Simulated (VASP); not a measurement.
A run of VASP 6.6.1 is set up as follows.

Contents of INCAR:

```
PREC     = Accurate       # precision mode
ENCUT    = 520            # plane-wave cutoff, eV
EDIFF    = 1E-6           # SCF threshold, eV
ISMEAR   = -1             # smearing method
SIGMA    = 0.1379         # smearing width, eV
LREAL    = Auto         
LASPH    = True           # aspherical terms in the spheres
NELM     = 120            # most SCF steps
ALGO     = Normal         # electronic algorithm
ISIF     = 2              # what is computed and relaxed
LWAVE    = False          # write WAVECAR
LCHARG   = True           # write CHGCAR
GGA      = PE             # functional
LELF     = True           # ELF
LVHAR    = True         
NBANDS   = 51             # bands
ISYM     = -1           
GGA_COMPAT= False
```

Contents of KPOINTS:

```
explicit points
1
Reciprocal
  0.25000000   0.25000000   0.25000000 1
```

The input POSCAR:

```
Si8BC8N
1.0
    5.5858750000     -0.1133160000     -0.0411110000
   -0.1133160000      5.7189320000     -0.0113280000
   -0.0411110000     -0.0113280000      6.0730380000
Si C B N
8 8 1 1
Direct
    0.6604654179      0.6627515657      0.6090075582
    0.3029728176      0.0967695633      0.0646967335
    1.0094147648      0.0053156291      0.3094878158
    0.5837044335      0.1946198148      0.4497206054
    0.7734745457      0.5290245837      0.1559479955
    0.2699337978      0.2953134803      0.6083946057
    0.2171508116      0.5322577431      0.0627805561
    0.6393719846      0.3167629359      0.8844999014
    0.7947903045     -0.0157182325      0.5883685510
    0.7361406883      0.8766655219      0.1607510684
    0.7209677867      0.9033287014      0.9282513322
    0.1484401407      0.0279390642      0.7899863324
    0.2142391199      0.7846550130      0.7485825309
    0.4759078756      0.9490687111      0.2605442447
    0.2677838535      0.6332616130      0.5753803038
    0.8911238624      0.0507261796      0.8082609757
    0.2768067202      0.7569276424      0.3386374789
    0.7719020018      0.4425787210      0.4351838725
```

Potentials or basis: VASP PAW PBE potentials, release 64 (Si, C, B, N).

Run with:

```bash
$ cat potpaw_PBE.64/Si/POTCAR potpaw_PBE.64/C/POTCAR potpaw_PBE.64/B/POTCAR potpaw_PBE.64/N/POTCAR > POTCAR
$ mpirun -np 1 vasp_std > vasp.out
```

(1) Estimate the pressure.

(2) Predict the largest force.

Answers

(1) 8.9 GPa.

(2) 4.113 eV/Å.

Caveat: the atoms stand as in a frame of molecular dynamics.
